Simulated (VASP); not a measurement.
# BeCd3O4 (P-43m) in VASP: single point with PBE

Aim: the single point of BeCd3O4 with PBE.

All numbers are computed with VASP 6.6.1; they aren't measurements. Logs are shortened: lines on timing, memory, paths and dates and some standing lists are left out, and cuts for length are marked.

## (1) The cell of the first run

Symmetry: P-43m, No. 215, cubic system. The conventional cell has a = 4.777 Å, b = 4.777 Å, c = 4.777 Å, α = 90.00°, β = 90.00°, γ = 90.00°. Within 2.3 Å of Be (site symmetry -43m) lie 4 O at 1.70 Å. Cd (site symmetry -42m) has 4 O at 2.22 Å within 2.9 Å. O (site symmetry 3m) has 1 Be at 1.70 Å and 3 Cd at 2.22 Å within 2.3 Å.

## (2) Single point, PBE

File INCAR:

```
PREC     = Accurate       # precision mode
ENCUT    = 700            # plane-wave cutoff, eV
EDIFF    = 1E-6           # SCF threshold, eV
ISMEAR   = 0              # smearing method
SIGMA    = 0.2            # smearing width, eV
LREAL    = F              # projectors in reciprocal space
LASPH    = T              # aspherical terms in the spheres
NELM     = 120            # most SCF steps
ALGO     = Normal         # electronic algorithm
ISIF     = 2              # what is computed and relaxed
LWAVE    = F              # write WAVECAR
LCHARG   = F              # write CHGCAR
GGA      = PE             # functional
NBANDS   = 53             # bands
GGA_COMPAT= F
```

File KPOINTS:

```
Automatic mesh
0
Gamma
  4 4 4
```

File POSCAR:

```
BeCd3O4
1.0
    4.7772043904      0.0000000000      0.0000000000
    0.0000000000      4.7772043904      0.0000000000
    0.0000000000      0.0000000000      4.7772043904
Be Cd O
1 3 4
Direct
    0.0000000000      0.0000000000      0.0000000000
    0.0000000000      0.5000000000      0.5000000000
    0.5000000000      0.5000000000      0.0000000000
    0.5000000000      0.0000000000      0.5000000000
    0.7949732104      0.7949732104      0.2050267896
    0.7949732104      0.2050267896      0.7949732104
    0.2050267896      0.7949732104      0.7949732104
    0.2050267896      0.2050267896      0.2050267896
```

Potentials or basis: VASP PAW PBE potentials, release 64 (Be, Cd_sv_GW, O).

Launch:

```
cat potpaw_PBE.64/Be/POTCAR potpaw_PBE.64/Cd_sv_GW/POTCAR potpaw_PBE.64/O/POTCAR > POTCAR
mpirun -np 1 vasp_std > vasp.out
```

OUTCAR:

```text
PREC = Accurate
   ENCUT = 700
   EDIFF = 1E-6
   ISMEAR = 0
   LREAL = F
   LASPH = T
   NELM = 120
   ISIF = 2
   GGA = PE

 ion  position               nearest neighbor table
   1  0.000  0.000  0.000-   5 1.70   6 1.70   7 1.70   8 1.70
   2  0.000  0.500  0.500-   5 2.22   6 2.22   7 2.22   8 2.22
   3  0.500  0.500  0.000-   5 2.22   6 2.22   7 2.22   8 2.22
   4  0.500  0.000  0.500-   5 2.22   6 2.22   7 2.22   8 2.22
   5  0.795  0.795  0.205-   1 1.70   2 2.22   3 2.22   4 2.22
   6  0.795  0.205  0.795-   1 1.70   2 2.22   3 2.22   4 2.22
   7  0.205  0.795  0.795-   1 1.70   2 2.22   3 2.22   4 2.22
   8  0.205  0.205  0.205-   1 1.70   2 2.22   3 2.22   4 2.22

  LATTYP: Found a simple cubic cell.
 ALAT       =     4.7772043904

  Lattice vectors:

 A1 = (   4.7772043904,   0.0000000000,   0.0000000000)
 A2 = (   0.0000000000,   4.7772043904,   0.0000000000)
 A3 = (   0.0000000000,   0.0000000000,   4.7772043904)

Analysis of symmetry for initial positions (statically):
=====================================================================
 Subroutine PRICEL returns:
 Original cell was already a primitive cell.

 Routine SETGRP: Setting up the symmetry group for a
 simple cubic supercell.

 Subroutine GETGRP returns: Found 24 space group operations
 (whereof 24 operations were pure point group operations)
 out of a pool of 48 trial point group operations.

The static configuration has the point symmetry T_d .

Analysis of symmetry for dynamics (positions and initial velocities):
=====================================================================
 Subroutine PRICEL returns:
 Original cell was already a primitive cell.

 Routine SETGRP: Setting up the symmetry group for a
 simple cubic supercell.

 Subroutine GETGRP returns: Found 24 space group operations
 (whereof 24 operations were pure point group operations)
 out of a pool of 48 trial point group operations.

The dynamic configuration has the point symmetry T_d .

 Subroutine INISYM returns: Found 24 space group operations
 (whereof 24 operations are pure point group operations),
 and found     1 'primitive' translations

----------------------------------------------------------------------------------------

                                     Primitive cell

  volume of cell :     109.0238

  direct lattice vectors                    reciprocal lattice vectors
[... 90 lines left out ...]
   ISIF   =      2    stress and relaxation
   ISYM   =      2    0-nonsym 1-usesym 2-fastsym
   POTIM  = 0.5000    time-step for ionic-motion
   TEBEG  =    0.0;   TEEND  =   0.0 temperature during run
   PSTRESS=    0.0 pullay stress
   NELECT =      86.0000    total number of electrons
   NUPDOWN=      -1.0000    fix difference up-down
   EMIN   =  10.00;   EMAX   =-10.00  energy-range for DOS
   EFERMI =   0.00;   METHOD = LEGACY
   ISMEAR =     0;   SIGMA  =   0.20  broadening in eV -4-tet -1-fermi 0-gaus
   EFERMI_NEDOS =   21; number of points for ismear=-14 and -15
   IALGO  =     38    algorithm
   IMIX   =      4    mixing-type and parameters
     AMIX     =   0.40;   BMIX     =  1.00
     AMIX_MAG =   1.60;   BMIX_MAG =  1.00
  volume/ion in A,a.u.               =      13.63        91.97
  Fermi-wavevector in a.u.,A,eV,Ry     =   1.512634  2.858464 31.130964  2.288061
  Thomas-Fermi vector in A             =   2.622532
   LORBIT       =      0    0 simple, 1 ext, 2 COOP (PROOUT), +10 PAW based schemes
   GGA     = PE    functional components
   LHFCALC =     F    Hartree Fock is set to
   AEXX    =    0.0000 exact exchange contribution
   IVDW    =     0    specifies the selected vdW correction
   LEPSILON=     F    determine dielectric tensor
   LRPA    =     F    only Hartree local field effects (RPA)
 non-spin polarized calculation
 Gauss-broadening in eV      SIGMA  =   0.20
  energy-cutoff  :      700.00
  volume of cell :      109.02
 maximum number of plane-waves:      4632
 NGX is ok and might be reduce to    42
   NGX = 21   NGY = 21   NGZ = 21

 number of electron      85.9999990 magnetization

 Free energy of the ion-electron system (eV)
  ---------------------------------------------------
  ext. energy  EPLUGINS =         0.00000000
  ---------------------------------------------------
  free energy    TOTEN  =       -36.86223304 eV

  energy without entropy =      -36.85549520  energy(sigma->0) =      -36.85886412

 E-fermi :   3.4242     XC(G=0): -10.6826

 val. band max:        3.3281315638   @ k =   0.0000   0.0000   0.0000
 cond. band min:       4.5414751957   @ k =   0.2500   0.0000   0.0000
 fundamental gap:      1.2133436319
 Fermi energy:         3.4242236216

 k-point     1 :       0.0000    0.0000    0.0000
  band No.  band energies     occupation
      1     -97.3227      2.00000
      2     -97.3219      2.00000
      3     -97.3219      2.00000
      4     -58.5145      2.00000
      5     -58.5145      2.00000
      6     -58.5145      2.00000
[... 549 lines left out ...]
     52      15.3856      0.00000
     53      15.6319      0.00000

------------------------ aborting loop because EDIFF is reached ----------------------------------------

  FORCE on cell =-STRESS in cart. coord.  units (eV):
  Direction    XX          YY          ZZ          XY          YZ          ZX
  --------------------------------------------------------------------------------------
  -------------------------------------------------------------------------------------
  Total       -0.0668542     -0.0668542     -0.0668542      0.0000000     -0.0000000      0.0000000
  in kB       -0.9824673     -0.9824673     -0.9824673      0.0000000     -0.0000000      0.0000000
  external PRESSURE =      -0.9824673 kB  Pullay stress =       0.0000000 kB

 VOLUME and BASIS-vectors are now :
 -----------------------------------------------------------------------------
  energy-cutoff  :      700.00
  volume of cell :      109.02
      direct lattice vectors                 reciprocal lattice vectors
     4.777204390  0.000000000  0.000000000     0.209327447  0.000000000  0.000000000
     0.000000000  4.777204390  0.000000000     0.000000000  0.209327447  0.000000000
     0.000000000  0.000000000  4.777204390     0.000000000  0.000000000  0.209327447

 POSITION                                       TOTAL-FORCE (eV/Angst)
 -----------------------------------------------------------------------------------
      0.00000      0.00000      0.00000        -0.000000     -0.000000     -0.000000
      0.00000      2.38860      2.38860        -0.000000     -0.000000     -0.000000
      2.38860      2.38860      0.00000        -0.000000     -0.000000     -0.000000
      2.38860      0.00000      2.38860        -0.000000     -0.000000     -0.000000
      3.79775      3.79775      0.97945        -0.002606     -0.002606      0.002606
      3.79775      0.97945      3.79775        -0.002606      0.002606     -0.002606
      0.97945      3.79775      3.79775         0.002606     -0.002606     -0.002606
      0.97945      0.97945      0.97945         0.002606      0.002606      0.002606
 -----------------------------------------------------------------------------------
    total drift:                               -0.000000     -0.000000     -0.000000

  FREE ENERGIE OF THE ION-ELECTRON SYSTEM (eV)
  ---------------------------------------------------
  free  energy   TOTEN  =       -36.8622330428 eV

  energy  without entropy=      -36.8554951972  energy(sigma->0) =      -36.85886412
```

OSZICAR:

```text
N       E                     dE             d eps       ncg     rms          rms(c)
DAV:   1     0.247354019129E+04    0.24735E+04   -0.55434E+04  1092   0.262E+03
DAV:   2     0.304501464443E+03   -0.21690E+04   -0.20772E+04  1060   0.953E+02
DAV:   3    -0.168457624725E+02   -0.32135E+03   -0.30917E+03  1641   0.437E+02
DAV:   4    -0.451131936523E+02   -0.28267E+02   -0.27985E+02  1720   0.167E+02
DAV:   5    -0.458975530753E+02   -0.78436E+00   -0.78219E+00  1664   0.295E+01    0.279E+01
DAV:   6    -0.369582665868E+02    0.89393E+01   -0.27778E+01  1968   0.824E+01    0.313E+01
DAV:   7    -0.370482025329E+02   -0.89936E-01   -0.39871E+00  1472   0.144E+01    0.209E+01
DAV:   8    -0.370349810032E+02    0.13222E-01   -0.27319E+00  1512   0.140E+01    0.295E+00
DAV:   9    -0.368748958462E+02    0.16009E+00   -0.36677E-01  1824   0.763E+00    0.112E+00
DAV:  10    -0.368618690893E+02    0.13027E-01   -0.10563E-01  1459   0.238E+00    0.544E-01
DAV:  11    -0.368622263450E+02   -0.35726E-03   -0.63931E-03  1608   0.489E-01    0.489E-02
DAV:  12    -0.368622272363E+02   -0.89133E-06   -0.34962E-04  1614   0.238E-01    0.487E-02
DAV:  13    -0.368622301495E+02   -0.29132E-05   -0.45788E-05  1472   0.808E-02    0.415E-03
DAV:  14    -0.368622324793E+02   -0.23297E-05   -0.10547E-05  1456   0.229E-02    0.573E-03
DAV:  15    -0.368622330428E+02   -0.56354E-06   -0.57650E-07   760   0.837E-03
   1 F= -.36862233E+02 E0= -.36858864E+02  d E =-.673785E-02
```

stdout:

```text
POSCAR found type information on POSCAR BeCdO
 POSCAR found :  3 types and       8 ions
 scaLAPACK will be used
 LDA part: xc-table for (Slater+PW92), standard interpolation
 POSCAR, INCAR and KPOINTS ok, starting setup
 FFT: planning ... GRIDC
 FFT: planning ... GRID_SOFT
 FFT: planning ... GRID
 WAVECAR not read
 entering main loop
```

Wall time 1.8 min (1 thread of Intel Xeon Platinum 8259CL at 2.50GHz (Skylake/Cascade Lake), shared host); peak memory 0.3 GiB.

Results:

```yaml
Free_energy: -36.8622 eV
Pressure: -0.1 GPa
Largest_force: 0.005 eV/Å
Band_gap_on_the_k_mesh: 0.02 eV (least direct gap 0.59 eV)
```

Forces in eV/Å, atoms in the order of the input:
```
Be   0.000  0.000  0.000
Cd   0.000  0.000  0.000
Cd   0.000  0.000  0.000
Cd   0.000  0.000  0.000
O   -0.003 -0.003  0.003
O   -0.003  0.003 -0.003
O    0.003 -0.003 -0.003
O    0.003  0.003  0.003
```

Caveat: the smearing spreads over this small gap; semilocal functionals underestimate gaps, and a narrow one can read as zero. A k mesh can miss the band edges.

The gap in the log of VASP goes by the Fermi energy; the results here count the filled bands.